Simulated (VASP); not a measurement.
**SiO2 (Stishovite): single point with LDA**

The system is SiO2 (Stishovite).

```xyz
6
Lattice="4.3381 0.0000 0.0000 0.0000 4.3381 0.0000 0.0000 0.0000 2.7678" Properties=species:S:1:pos:R:3 pbc="T T T"
Si    0.0000    0.0000    0.0000
Si    2.1691    2.1691    1.3839
O     1.3270    1.3270    0.0000
O     0.8420    3.4961    1.3839
O     3.0111    3.0111    0.0000
O     3.4961    0.8420    1.3839
```

```yaml
Program: VASP 6.6.1
Task: single point
Functional: LDA
Potentials_or_basis: VASP PAW LDA potentials, release 64 (Si, O)
Cutoff: 520 eV
k_mesh: 6 × 6 × 8
Occupations: gaussian, width 0.01 eV
Spin: no spin polarisation
Dipole_correction: no
Further_INCAR_settings: ALGO = Normal; EDIFF = 1e-06; NBANDS = 25
```

| Quantity | Value |
| --- | --- |
| Pressure | -31.5 GPa |
| Largest force | 0.668 eV/Å |
| Band gap on the k mesh | 3.70 eV, direct |

Forces in eV/Å, atoms in the order of the input:
```
Si   0.000  0.000  0.000
Si   0.000  0.000  0.000
O    0.473  0.473  0.000
O   -0.473  0.473  0.000
O   -0.473 -0.473  0.000
O    0.473 -0.473  0.000
```

Stress tensor (GPa, compression positive):
```
-29.82   0.00   0.00
  0.00 -29.82   0.00
  0.00   0.00 -34.89
```

Levels at points of the mesh, in eV from the valence-band top:
| k point | band 12 | band 13 | band 14 | band 15 | band 16 | band 17 | band 18 | band 19 | band 20 | band 21 |
| --- | --- | --- | --- | --- | --- | --- | --- | --- | --- | --- |
| (0.00, 0.00, 0.00) | -2.88 | -2.44 | -0.84 | -0.84 | 0.00 | 3.70 | 5.96 | 7.39 | 7.39 | 10.32 |
| (0.50, 0.00, 0.00) | -3.48 | -2.50 | -2.50 | -0.97 | -0.97 | 6.13 | 6.13 | 8.03 | 8.03 | 10.03 |
| (0.50, 0.50, 0.00) | -2.98 | -2.48 | -2.48 | -1.98 | -1.98 | 5.95 | 5.95 | 8.83 | 8.83 | 11.63 |
| (0.00, 0.00, 0.50) | -4.34 | -2.66 | -2.66 | -2.34 | -2.34 | 7.41 | 7.41 | 11.21 | 11.21 | 11.28 |
| (0.50, 0.00, 0.50) | -3.60 | -2.08 | -2.08 | -1.54 | -1.54 | 7.32 | 7.32 | 8.48 | 8.48 | 11.54 |
| (0.50, 0.50, 0.50) | -4.22 | -1.60 | -1.60 | -1.35 | -1.35 | 5.69 | 5.69 | 9.88 | 9.88 | 10.83 |

Wall time 40 s on 1 thread of Intel(R) Xeon(R) Platinum 8488C (Sapphire Rapids), on a shared host, peak memory 0.17 GiB.

A k mesh can miss the band edges. As with any semilocal functional, this LDA gap is likely too small.
